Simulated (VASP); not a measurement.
# Ti3Al4Ni (P4/mmm) in VASP: relaxation of cell and atoms with PBE

Aim: the relaxation of cell and atoms of Ti3Al4Ni with PBE.

All numbers are computed with VASP 6.6.1; they aren't measurements. Logs are shortened: lines on timing, memory, paths and dates and some standing lists are left out, and cuts for length are marked.

## (1) The cell of the first run

The structure is tetragonal, space group P4/mmm (No. 123). The conventional cell has a = 5.422 Å, b = 5.422 Å, c = 3.922 Å, α = 90.00°, β = 90.00°, γ = 90.00°. Ti (site symmetry 4/mmm) has 4 Ti at 2.71 Å and 8 Al at 2.74 Å within 3.6 Å. Within 3.6 Å of Ti (site symmetry mmm) lie 2 Ti at 2.71 Å and 2 Ni at 2.71 Å and 8 Al at 2.74 Å. Al (site symmetry m2m) has 4 Al at 2.71 Å and 6 Ti at 2.74 Å and 2 Ni at 2.74 Å within 3.6 Å. Ni (site symmetry 4/mmm) has 4 Ti at 2.71 Å and 8 Al at 2.74 Å within 3.6 Å.

## (2) Relaxation of cell and atoms, PBE, collinear spin, ferromagnetic start

Contents of INCAR:

```
SYSTEM = Ti3Al4Ni
  PREC = Accurate
  ENCUT = 600
  EDIFF = 1E-7
  ISMEAR = 0
  SIGMA = 0.1
  LREAL = .FALSE.
  LASPH = .TRUE.
  NELM = 150
  ALGO = Normal
  ISIF = 3
  LWAVE = .FALSE.
  LCHARG = .FALSE.
  ISPIN = 2
  MAGMOM = 0 0 0 0 0 0 0 2
  LORBIT = 11
  LMAXMIX = 4
  GGA = PE
  IBRION = 2
  NSW = 90
  EDIFFG = -0.04
```

Contents of KPOINTS:

```
Automatic mesh
0
G
  4 4 4
  0 0 0
```

Contents of POSCAR:

```
Ti3Al4Ni
1.0
    5.4223672700      0.0000000000      0.0000000000
    0.0000000000      5.4223672700      0.0000000000
    0.0000000000      0.0000000000      3.9223727600
Ti Al Ni
3 4 1
Direct
    0.0000000000      0.0000000000      0.5000000000
    0.0000000000      0.5000000000      0.5000000000
    0.5000000000      0.0000000000      0.5000000000
    0.7500000000      0.7500000000      0.0000000000
    0.7500000000      0.2500000000      0.0000000000
    0.2500000000      0.7500000000      0.0000000000
    0.2500000000      0.2500000000      0.0000000000
    0.5000000000      0.5000000000      0.5000000000
```

Potentials or basis: VASP PAW PBE potentials, release 64 (Ti_sv, Al, Ni).

Started as:

```console
$ cat potpaw_PBE.64/Ti_sv/POTCAR potpaw_PBE.64/Al/POTCAR potpaw_PBE.64/Ni/POTCAR > POTCAR
$ mpirun -np 1 vasp_std > vasp.out
```

OUTCAR:

```text
SYSTEM = Ti3Al4Ni
   PREC = Accurate
   ENCUT = 600
   EDIFF = 1E-7
   ISMEAR = 0
   LREAL = .FALSE.
   LASPH = .TRUE.
   NELM = 150
   ISIF = 3
   ISPIN = 2
   LORBIT = 11
   GGA = PE
   IBRION = 2
   NSW = 90
   EDIFFG = -0.04

 ion  position               nearest neighbor table
   1  0.000  0.000  0.500-   2 2.71   3 2.71   2 2.71   3 2.71   6 2.74   7 2.74   4 2.74   5 2.74
                             6 2.74   7 2.74   4 2.74   5 2.74
   2  0.000  0.500  0.500-   1 2.71   8 2.71   1 2.71   8 2.71   7 2.74   4 2.74   4 2.74   5 2.74
                             6 2.74   7 2.74   5 2.74   6 2.74
   3  0.500  0.000  0.500-   1 2.71   8 2.71   8 2.71   1 2.71   7 2.74   4 2.74   4 2.74   5 2.74
                             6 2.74   7 2.74   5 2.74   6 2.74
   4  0.750  0.750  0.000-   5 2.71   6 2.71   5 2.71   6 2.71   2 2.74   8 2.74   1 2.74   2 2.74
                             3 2.74   8 2.74   3 2.74   1 2.74
   5  0.750  0.250  0.000-   4 2.71   7 2.71   4 2.71   7 2.71   2 2.74   8 2.74   1 2.74   2 2.74
                             3 2.74   8 2.74   3 2.74   1 2.74
   6  0.250  0.750  0.000-   4 2.71   7 2.71   7 2.71   4 2.71   2 2.74   8 2.74   1 2.74   2 2.74
                             3 2.74   8 2.74   3 2.74   1 2.74
   7  0.250  0.250  0.000-   5 2.71   6 2.71   6 2.71   5 2.71   2 2.74   8 2.74   1 2.74   2 2.74
                             3 2.74   8 2.74   3 2.74   1 2.74
   8  0.500  0.500  0.500-   2 2.71   3 2.71   3 2.71   2 2.71   6 2.74   7 2.74   4 2.74   5 2.74
                             6 2.74   7 2.74   4 2.74   5 2.74

  LATTYP: Found a simple tetragonal cell.
 ALAT       =     5.4223672700
 C/A-ratio  =     0.7233690683

  Lattice vectors:

 A1 = (   5.4223672700,   0.0000000000,   0.0000000000)
 A2 = (   0.0000000000,   5.4223672700,   0.0000000000)
 A3 = (   0.0000000000,   0.0000000000,   3.9223727600)

Analysis of symmetry for initial positions (statically):
=====================================================================
 Subroutine PRICEL returns:
 Original cell was already a primitive cell.

 Routine SETGRP: Setting up the symmetry group for a
 simple tetragonal supercell.

 Subroutine GETGRP returns: Found 16 space group operations
 (whereof 16 operations were pure point group operations)
 out of a pool of 16 trial point group operations.

The static configuration has the point symmetry D_4h.

Analysis of symmetry for dynamics (positions and initial velocities):
=====================================================================
 Subroutine PRICEL returns:
 Original cell was already a primitive cell.

 Routine SETGRP: Setting up the symmetry group for a
 simple tetragonal supercell.

 Subroutine GETGRP returns: Found 16 space group operations
 (whereof 16 operations were pure point group operations)
 out of a pool of 16 trial point group operations.

The dynamic configuration has the point symmetry D_4h.

Analysis of structural, dynamic, and magnetic symmetry:
=====================================================================
 Subroutine PRICEL returns:
 Original cell was already a primitive cell.

 Routine SETGRP: Setting up the symmetry group for a
 simple tetragonal supercell.

 Subroutine GETGRP returns: Found 16 space group operations
 (whereof 16 operations were pure point group operations)
 out of a pool of 16 trial point group operations.

The overall configuration has the point symmetry D_4h.

 Subroutine INISYM returns: Found 16 space group operations
 (whereof 16 operations are pure point group operations),
 and found     1 'primitive' translations

----------------------------------------------------------------------------------------

                                     Primitive cell

  volume of cell :     115.3259

  direct lattice vectors                    reciprocal lattice vectors
     5.422367270  0.000000000  0.000000000     0.184421296  0.000000000  0.000000000
     0.000000000  5.422367270  0.000000000     0.000000000  0.184421296  0.000000000
     0.000000000  0.000000000  3.922372760     0.000000000  0.000000000  0.254947722

  length of vectors
     5.422367270  5.422367270  3.922372760     0.184421296  0.184421296  0.254947722

  position of ions in fractional coordinates (direct lattice)
     0.000000000  0.000000000  0.500000000
     0.000000000  0.500000000  0.500000000
     0.500000000  0.000000000  0.500000000
     0.750000000  0.750000000  0.000000000
     0.750000000  0.250000000  0.000000000
     0.250000000  0.750000000  0.000000000
     0.250000000  0.250000000  0.000000000
[... 63 lines left out ...]
   dimension x,y,z NGXF=    96 NGYF=   96 NGZF=   64
   ions per type =               3   4   1
   NGX,Y,Z   is equivalent  to a cutoff of  14.72, 14.72, 13.56 a.u.
   NGXF,Y,Z  is equivalent  to a cutoff of  29.43, 29.43, 27.13 a.u.
 SYSTEM =  Ti3Al4Ni
   PREC   = accura    normal or accurate (medium, high low for compatibility)
   ISTART =      0    job   : 0-new  1-cont  2-samecut
   ICHARG =      2    charge: 1-file 2-atom 10-const
   ISPIN  =      2    spin polarized calculation?
   LNONCOLLINEAR =      F non collinear calculations
   LSORBIT =      F    spin-orbit coupling
   LASPH  =      T    aspherical Exc in radial PAW
   ENCUT  =  600.0 eV  44.10 Ry    6.64 a.u.  10.83 10.83  7.83*2*pi/ulx,y,z
   NELM   =    150;   NELMIN=  2; NELMDL= -5     # of ELM steps
   EDIFF  = 0.1E-06   stopping-criterion for ELM
   LREAL  =      F    real-space projection
   EDIFFG = -.4E-01   stopping-criterion for IOM
   NSW    =     90    number of steps for IOM
   IBRION =      2    ionic relax: 0-MD 1-quasi-New 2-CG
   NFREE  =      1    steps in history (QN), initial steepest desc. (CG)
   ISIF   =      3    stress and relaxation
   ISYM   =      2    0-nonsym 1-usesym 2-fastsym
   POTIM  = 0.5000    time-step for ionic-motion
   TEBEG  =    0.0;   TEEND  =   0.0 temperature during run
   PSTRESS=    0.0 pullay stress
   NELECT =      58.0000    total number of electrons
   NUPDOWN=      -1.0000    fix difference up-down
   EMIN   =  10.00;   EMAX   =-10.00  energy-range for DOS
   EFERMI =   0.00;   METHOD = LEGACY
   ISMEAR =     0;   SIGMA  =   0.10  broadening in eV -4-tet -1-fermi 0-gaus
   EFERMI_NEDOS =   21; number of points for ismear=-14 and -15
   IALGO  =     38    algorithm
   IMIX   =      4    mixing-type and parameters
     AMIX     =   0.40;   BMIX     =  1.00
     AMIX_MAG =   1.60;   BMIX_MAG =  1.00
  volume/ion in A,a.u.               =      14.42        97.28
  Fermi-wavevector in a.u.,A,eV,Ry     =   1.301893  2.460221 23.060856  1.694925
  Thomas-Fermi vector in A             =   2.432997
   LORBIT       =     11    0 simple, 1 ext, 2 COOP (PROOUT), +10 PAW based schemes
   GGA     = PE    functional components
   LHFCALC =     F    Hartree Fock is set to
   AEXX    =    0.0000 exact exchange contribution
   IVDW    =     0    specifies the selected vdW correction
   LEPSILON=     F    determine dielectric tensor
   LRPA    =     F    only Hartree local field effects (RPA)
 conjugate gradient relaxation of ions
 spin polarized calculation
 Gauss-broadening in eV      SIGMA  =   0.10
  energy-cutoff  :      600.00
  volume of cell :      115.33
 maximum number of plane-waves:      3928
 NGX is ok and might be reduce to    48
   NGX = 21   NGY = 21   NGZ = 15

--------------------------------------- Ionic step        1  -------------------------------------------

 number of electron      58.0000011 magnetization       0.0000190

 Free energy of the ion-electron system (eV)
  ---------------------------------------------------
  ext. energy  EPLUGINS =         0.00000000
  ---------------------------------------------------
  free energy    TOTEN  =       -46.60866860 eV

  energy without entropy =      -46.57274805  energy(sigma->0) =      -46.59070833

------------------------ aborting loop because EDIFF is reached ----------------------------------------

  FORCE on cell =-STRESS in cart. coord.  units (eV):
  Direction    XX          YY          ZZ          XY          YZ          ZX
  --------------------------------------------------------------------------------------
  -------------------------------------------------------------------------------------
  Total        7.1562054      7.1562054      4.7705635      0.0000000      0.0000000      0.0000000
  in kB       99.4183735     99.4183735     66.2755799      0.0000000      0.0000000      0.0000000
  external PRESSURE =      88.3707757 kB  Pullay stress =       0.0000000 kB
[... 107 lines left out ...]
  FREE ENERGIE OF THE ION-ELECTRON SYSTEM (eV)
  ---------------------------------------------------
  free  energy   TOTEN  =       -46.8732188525 eV

  energy  without entropy=      -46.8310777808  energy(sigma->0) =      -46.85214832

[... ionic steps 4 to 12 ...]

--------------------------------------- Ionic step       13  -------------------------------------------

 number of electron      58.0000017 magnetization       0.0000119

 number of electron      58.0000017 magnetization      -0.0000229
[... 83 lines left out ...]
 number of electron      58.0000017 magnetization       0.0000004

 number of electron      58.0000017 magnetization      -0.0000002

 Free energy of the ion-electron system (eV)
  ---------------------------------------------------
  ext. energy  EPLUGINS =         0.00000000
  ---------------------------------------------------
  free energy    TOTEN  =       -47.08514025 eV

  energy without entropy =      -47.05725552  energy(sigma->0) =      -47.07119789

 E-fermi :   8.4473     XC(G=0): -11.1901

 val. band max:        8.4010197966   @ k =   0.5000   0.0000   0.5000
 cond. band min:       8.4487225183   @ k =   0.2500   0.2500   0.0000
 fundamental gap:      0.0477027218
 Fermi energy:         8.4472525528

 spin component 1

 k-point     1 :       0.0000    0.0000    0.0000
  band No.  band energies     occupation
      1     -48.2800      1.00000
      2     -48.0851      1.00000
      3     -48.0820      1.00000
      4     -24.6832      1.00000
      5     -24.5870      1.00000
      6     -24.5870      1.00000
[... 673 lines left out ...]
     34       9.3025      0.00000
     35       9.7990      0.00000
 Fermi energy:         8.4472525528

 spin component 2

 k-point     1 :       0.0000    0.0000    0.0000
  band No.  band energies     occupation
      1     -48.2800      1.00000
      2     -48.0851      1.00000
      3     -48.0820      1.00000
      4     -24.6832      1.00000
      5     -24.5870      1.00000
      6     -24.5870      1.00000
[... 708 lines left out ...]
  FREE ENERGIE OF THE ION-ELECTRON SYSTEM (eV)
  ---------------------------------------------------
  free  energy   TOTEN  =       -47.0851402530 eV

  energy  without entropy=      -47.0572555239  energy(sigma->0) =      -47.07119789

 reached required accuracy - stopping structural energy minimisation

 total charge

# of ion       s       p       d       tot
------------------------------------------
    1        2.209   6.113   1.915  10.236
    2        2.183   6.122   1.989  10.294
    3        2.183   6.122   1.989  10.294
    4        0.415   0.414   0.000   0.829
    5        0.415   0.414   0.000   0.829
    6        0.415   0.414   0.000   0.829
    7        0.415   0.414   0.000   0.829
    8        0.452   0.429   8.424   9.305
--------------------------------------------------
tot          8.688  20.442  14.316  43.446

 magnetization (x)

# of ion       s       p       d       tot
------------------------------------------
    1        0.000   0.000   0.000   0.000
    2       -0.000   0.000  -0.000  -0.000
    3       -0.000   0.000  -0.000  -0.000
    4        0.000   0.000   0.000   0.000
    5        0.000   0.000   0.000   0.000
    6        0.000   0.000   0.000   0.000
    7        0.000   0.000   0.000   0.000
    8        0.000  -0.000   0.000   0.000
--------------------------------------------------
tot         -0.000   0.000  -0.000  -0.000
```

Run time: 61 min. Hardware: 1 thread of Oxide Virtual Turin-like, shared host; peak memory 0.38 GiB.

What came out:

| Quantity | Value |
| --- | --- |
| Free energy | -47.0851 eV |
| Relaxed volume | 15.33 Å³/atom |
| Relaxed cell | a = 5.838 Å, b = 5.838 Å, c = 3.597 Å, α = 90.00°, β = 90.00°, γ = 90.00° |
| Space group after relaxing (to 0.1 Å) | P4/mmm (No. 123) |
| Energy gained by relaxing | 59.6 meV/atom |
| Ionic steps | 15 |
| Pressure after relaxing | 0.0 GPa |
| Largest force after relaxing | 0.025 eV/Å |
| Band gap on the k mesh | zero (filled and empty bands overlap) |
| Net moment | 0.00 μB per cell |
| Valence electrons inside the program's atomic spheres | Ti 10.24, 10.29 (each value once); Al 0.83; Ni 9.30 |

Forces in eV/Å, atoms in the order of the input:
```
Ti   0.000  0.000  0.000
Ti   0.000  0.000  0.000
Ti   0.000  0.000  0.000
Al  -0.018 -0.018  0.000
Al  -0.018  0.018  0.000
Al   0.018 -0.018  0.000
Al   0.018  0.018  0.000
Ni   0.000  0.000  0.000
```

Step by step:
| step | energy change (eV) | largest force (eV/Å) | pressure (GPa) | volume (Å³) |
| --- | --- | --- | --- | --- |
| 1 | 0.0000 | 0.7278 | 8.84 | 115.33 |
| 2 | -0.1901 | 0.2821 | -5.12 | 129.10 |
| 3 | -0.2646 | 0.4019 | -0.89 | 124.03 |
| 4 | -0.3108 | 0.2907 | -0.55 | 123.51 |
| 5 | -0.3979 | 0.0521 | 0.86 | 121.89 |
| 6 | -0.2254 | 1.1042 | 5.74 | 118.35 |
| 7 | -0.4056 | 0.1958 | 1.44 | 121.37 |
| 8 | -0.4396 | 0.1733 | 0.28 | 122.50 |
| 9 | -0.4555 | 0.1450 | -1.01 | 123.82 |
| 10 | -0.4558 | 0.1419 | -1.16 | 123.98 |
| 11 | -0.4702 | 0.0755 | -0.21 | 122.87 |
| 12 | -0.4739 | 0.0217 | 0.65 | 121.93 |
| 13 | -0.4761 | 0.0440 | 0.16 | 122.38 |
| 14 | -0.4761 | 0.0441 | 0.14 | 122.38 |
| 15 | -0.4765 | 0.0250 | -0.04 | 122.60 |

Final structure:
```
CELL_PARAMETERS angstrom
5.83821 0.00000 0.00000
0.00000 5.83821 0.00000
0.00000 0.00000 3.59699
ATOMIC_POSITIONS crystal
Ti 0.00000 0.00000 0.50000
Ti 0.00000 0.50000 0.50000
Ti 0.50000 0.00000 0.50000
Al 0.73100 0.73100 0.00000
Al 0.73100 0.26900 0.00000
Al 0.26900 0.73100 0.00000
Al 0.26900 0.26900 0.00000
Ni 0.50000 0.50000 0.50000
```

Levels at points of the mesh, in eV from the Fermi level:
Spin up:
```csv
k point,band 27,band 28,band 29,band 30,band 31,band 32
"(0.00, 0.00, 0.00)",-0.49,-0.49,-0.29,-0.29,0.99,0.99
"(0.50, 0.00, 0.00)",-0.31,-0.29,-0.18,0.43,0.58,0.86
"(0.50, 0.50, 0.00)",-0.42,-0.09,0.05,0.15,0.59,0.59
"(0.00, 0.00, 0.50)",-0.75,-0.57,-0.51,-0.51,1.48,1.64
"(0.50, 0.00, 0.50)",-0.65,-0.38,-0.05,0.01,0.34,1.38
"(0.50, 0.50, 0.50)",-0.80,0.42,0.42,0.53,0.53,0.64
```
Spin down:
```
           k point  band 27  band 28  band 29  band 30  band 31  band 32
(0.00, 0.00, 0.00)    -0.49    -0.49    -0.29    -0.29     0.99     0.99
(0.50, 0.00, 0.00)    -0.31    -0.29    -0.18     0.43     0.58     0.86
(0.50, 0.50, 0.00)    -0.42    -0.09     0.05     0.15     0.59     0.59
(0.00, 0.00, 0.50)    -0.75    -0.57    -0.51    -0.51     1.48     1.64
(0.50, 0.00, 0.50)    -0.65    -0.38    -0.05     0.01     0.34     1.38
(0.50, 0.50, 0.50)    -0.80     0.42     0.42     0.53     0.53     0.64
```

Caveat: the k points lie up to 0.44 Å⁻¹ apart in the final cell, too coarse for converged energies and pressures of a metal; the moments typed at the start vanished in this run.

The gap in the log of VASP goes by the Fermi energy; the results here count the filled bands.